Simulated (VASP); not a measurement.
A run of VASP 6.6.1:

The input POSCAR:

```
Eu
1.0
   -2.2274745855      2.2274745855      2.2274745855
    2.2274745855     -2.2274745855      2.2274745855
    2.2274745855      2.2274745855     -2.2274745855
Eu
1
Direct
    0.0000000000      0.0000000000      0.0000000000
```

INCAR.step1

```
SYSTEM = Eu
PREC     = Accurate       ! precision mode
ENCUT    = 520            ! plane-wave cutoff, eV
ISMEAR   = 0              ! smearing method
SIGMA    = 1.0            ! smearing width, eV
LREAL    = .FALSE.        ! projectors in reciprocal space
LASPH    = .TRUE.         ! aspherical terms in the spheres
NELM     = 150            ! most SCF steps
ISPIN    = 2              ! spin polarisation
MAGMOM   = 7.31           ! initial moments
LMAXMIX  = 6              ! l up to which the mixer works
NBANDS   = 18             ! bands
GGA      = PE             ! functional
ALGO     = Normal         ! electronic algorithm
EDIFF    = 1E-4           ! SCF threshold, eV
LWAVE    = .TRUE.         ! write WAVECAR
LCHARG   = .FALSE.        ! write CHGCAR
```

File INCAR.step2:

```
SYSTEM = Eu
PREC     = Accurate       ! precision mode
ENCUT    = 520            ! plane-wave cutoff, eV
EDIFF    = 1E-6           ! SCF threshold, eV
ISMEAR   = 0              ! smearing method
SIGMA    = 1.0            ! smearing width, eV
LREAL    = .FALSE.        ! projectors in reciprocal space
LASPH    = .TRUE.         ! aspherical terms in the spheres
NELM     = 150            ! most SCF steps
ALGO     = Normal         ! electronic algorithm
ISIF     = 2              ! what is computed and relaxed
LWAVE    = .FALSE.        ! write WAVECAR
LCHARG   = .FALSE.        ! write CHGCAR
ISPIN    = 2              ! spin polarisation
MAGMOM   = 7.31           ! initial moments
LORBIT   = 11             ! projections on sites
LMAXMIX  = 6              ! l up to which the mixer works
METAGGA  = R2SCAN         ! meta-GGA
LMIXTAU  = .TRUE.       
NBANDS   = 18             ! bands
ISTART   = 1
```

File KPOINTS:

```
regular mesh
0
G
  10 10 10
  0 0 0
```

Potentials or basis: VASP PAW PBE potentials, release 64 (Eu).

Command:

```sh
$ cat potpaw_PBE.64/Eu/POTCAR > POTCAR
$ cp INCAR.step1 INCAR
$ mpirun -np 1 vasp_std > vasp.out
$ cp INCAR.step2 INCAR
$ mpirun -np 1 vasp_std > vasp.out
```

Hardware: 1 thread of AMD EPYC 9R45 96-Core Processor (Zen 5), on a shared host.

Task: Estimate the wall time of this run.

Result: Wall time 3.7 min on 1 thread of AMD EPYC 9R45 96-Core Processor (Zen 5), with other jobs on the host, peak memory 0.21 GiB. Counts: k points 47.
